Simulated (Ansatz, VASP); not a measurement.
## One calculation of BaP, two programs

Contents of INCAR:

```
SYSTEM = BaP
PREC = Accurate ; ENCUT = 520
EDIFF = 1E-6 ; ISMEAR = 0
SIGMA = 0.1 ; LREAL = .False.
LASPH = .True. ; NELM = 100
ALGO = Normal ; ISIF = 2
LWAVE = .False. ; LCHARG = .False.
GGA = PE ; NBANDS = 14
```

File KPOINTS:

```
regular mesh
0
Gamma
  4 4 4
  0 0 0
```

POSCAR

```
BaP
1.0
    3.9089474100      0.0000000000      0.0000000000
    0.0000000000      3.9089474100      0.0000000000
    0.0000000000      0.0000000000      3.9089474100
Ba P
1 1
Direct
    0.0000000000      0.0000000000      0.0000000000
    0.5000000000      0.5000000000      0.5000000000
```

Input for Ansatz:

```yaml
crystal:
  lattice:
    - [3.90894741, 0.0, 0.0]
    - [0.0, 3.90894741, 0.0]
    - [0.0, 0.0, 3.90894741]
  atoms:
    - { symbol: Ba, position: [0.0, 0.0, 0.0] }
    - { symbol: P, position: [0.5, 0.5, 0.5] }
basis:
  ecutwfc: 420
kpoints:
  mp_grid: { grid: [4, 4, 4] }
hamiltonian:
  xc: pbe
scf:
  occupations: { method: gaussian, width: 0.1 }
  lower_state_search: "off"
output:
  forces: true
  stress: true
  eigenvalues: true
```

Change from the starting cell: species swapped into the TiRu type (Pm-3m, No. 221).

Alike in both runs: task single point; functional PBE; k mesh 4 × 4 × 4; occupations gaussian, width 0.1 eV; no spin polarisation.

|  | VASP | Ansatz |
| --- | --- | --- |
| version | VASP 6.6.1 | Ansatz 0.2.0 |
| potentials or method | VASP PAW PBE potentials, release 64 (Ba_sv, P), cutoff 520 eV | scalar-relativistic, plane waves, PAW |
| valence electrons in the cell | 15 | 15 |

|  | VASP | Ansatz | Ansatz less VASP |
| --- | --- | --- | --- |
| gap on the k mesh at the Fermi level (eV) | none | none | - |
| pressure (GPa) | 1.3 | 0.5 | -0.78 |

A gap of «none» marks a metal or a gap that the smearing closes. The functional is the same, so the differences come from potentials, cutoffs and numerics.

The k mesh is coarse, so the values compare programs but aren't converged. Spin-orbit coupling is off throughout.
